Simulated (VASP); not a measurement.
Input of a VASP 6.6.1 run:

The input INCAR:

```
PREC = Accurate ; ENCUT = 520
EDIFF = 1E-6 ; ISMEAR = 0
SIGMA = 0.1 ; LREAL = False
LASPH = True ; NELM = 100
ALGO = Normal ; ISIF = 2
LWAVE = False ; LCHARG = True
GGA = PS ; LELF = True
LVHAR = True ; NBANDS = 8
```

The input KPOINTS:

```
regular mesh
0
Gamma
  18 18 18
```

Contents of POSCAR:

```
Al
1.0
    0.0000000000      1.9962919536      1.9962919536
    1.9962919536      0.0000000000      1.9962919536
    1.9962919536      1.9962919536      0.0000000000
Al
1
Direct
    0.0000000000      0.0000000000      0.0000000000
```

Potentials or basis: VASP PAW PBE potentials, release 64 (Al).

The run is started by

```console
$ cat potpaw_PBE.64/Al/POTCAR > POTCAR
$ mpirun -np 1 vasp_std > vasp.out
```

Q: Predict the band gap on the k mesh.

A: Zero (an odd number of electrons rules out a gap without spin polarisation).

Q: What does it give for the pressure?

A: 1.5 GPa.

Caveat: the cell differs from its parent crystal (strained); the PAW data sets were made with another functional, which shifts forces and pressure a little.
